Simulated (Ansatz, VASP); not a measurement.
**Two plane-wave programs on EuS**

INCAR

```
ALGO     = Normal         # electronic algorithm
EDIFF    = 1E-6           # SCF threshold, eV
ENCUT    = 600            # plane-wave cutoff, eV
GGA      = PS             # functional
GGA_COMPAT= F            
ISIF     = 2              # what is computed and relaxed
ISMEAR   = -1             # smearing method
ISPIN    = 2              # spin polarisation
ISYM     = 0            
KPAR     = 4            
LASPH    = T              # aspherical terms in the spheres
LCHARG   = T              # write CHGCAR
LDAU     = T              # DFT+U
LDAUJ    = 0 0          
LDAUL    = 3 -1           # shell
LDAUPRINT= 1            
LDAUTYPE = 2            
LDAUU    = 3.25 0         # U, eV
LMAXMIX  = 6              # l up to which the mixer works
LORBIT   = 11             # projections on sites
LREAL    = F              # projectors in reciprocal space
LVHAR    = T            
LWAVE    = F              # write WAVECAR
MAGMOM   = 7.53 7.53 -0.07 -0.07 # initial moments
NBANDS   = 35             # bands
NELM     = 200            # most SCF steps
PREC     = Accurate       # precision mode
SIGMA    = 0.1            # smearing width, eV
```

The input KPOINTS:

```
k-points
0
Gamma
  6 6 6
```

Contents of POSCAR:

```
EuS
1.0
   -3.0243449500     -6.0486899100     -3.0243449500
   -3.0243449500      0.0000000000     -3.0243449500
    3.0243449500      0.0000000000     -3.0243449500
Eu S
2 2
Direct
    0.0000000000      0.0000000000      0.0000000000
    0.5000000000      0.0000000000      0.5000000000
    0.0000000000      0.5000000000      0.5000000000
    0.5000000000      0.5000000000      0.0000000000
```

Input for Ansatz:

```yaml
crystal:
  lattice:
    - [3.02434495, 6.04868991, 3.02434495]
    - [3.02434495, 0.0, 3.02434495]
    - [-3.02434495, 0.0, 3.02434495]
  atoms:
    - { symbol: Eu, position: [0.0, 0.0, 0.0] }
    - { symbol: Eu, position: [0.5, 0.0, 0.5] }
    - { symbol: S, position: [0.0, 0.5, 0.5] }
    - { symbol: S, position: [0.5, 0.5, 0.0] }
  symmetry: { detect: false, time_reversal: true }
kpoints:
  mp_grid: { grid: [6, 6, 6], shift: [0, 0, 0] }
  band_path:
    path:
      - [0.0, 0.0, 0.0]
      - [1.0, 0.0, 0.0]
      - [1.25, 0.25, 0.0]
      - [1.125, 0.375, -0.375]
      - [0.0, 0.0, 0.0]
      - [1.0, 0.5, 0.0]
      - [1.25, 0.25, -0.25]
      - [1.0, 0.0, 0.0]
    npoints: 8
magnetization:
  spin_polarized: true
scf:
  occupations: { method: fermi_dirac }
  lower_state_search: "off"
  max_iter: 200
hamiltonian:
  pseudopotentials: { kind: paw }
  xc: pbesol
  hubbard:
    projectors: all-electron-ortho-atomic
    sites: [{ species: Eu, l: f, u_eff: 3.25 }]
basis:
  ecutwfc: 420
  fft_grid_basis: typed
output:
  forces: true
  stress: true
  eigenvalues: true
  bader: true
  populations: true
  elf: true
  write_potential: true
  volumetric_format: npy
  dos:
    e_range: [-12, 8]
    de: 0.05
    projected: { site_lists: { Eu: [Eu], S: [S] } }
checkpoint:
  read: saved_state
```

Alike in both runs: task single point; functional PBEsol; k mesh 6 × 6 × 6; collinear spin; Hubbard terms Eu f U = 3.25 eV.

|  | VASP | Ansatz |
| --- | --- | --- |
| version | VASP 6.6.1 | Ansatz 0.2.0 |
| potentials or method | VASP PAW PBE potentials, release 64 (Eu, S), cutoff 600 eV | PAW plane waves |
| occupations | fermi-dirac, width 0.1 eV | fermi-dirac |
| valence electrons in the cell | 46 | 46 |

VASP gave:

* pressure (GPa): -5.1
* net moment per atom (μB): 3.50
* size of the moment on the site where the two differ most (μB): 6.69

Question: Which values does Ansatz return?

Answer: Pressure (GPa): -4.9; net moment per atom (μB): 3.50; size of the moment on the site where the two differ most (μB): 6.85.

VASP's potentials were made for PBE, not for PBEsol. Site moments also hang on the region over which each program counts them. The programs project onto different local orbitals, so the same U acts differently, and such runs can settle in different states. Ansatz's warnings: filled band counts differ across k points.

Neither program's run includes spin-orbit coupling.
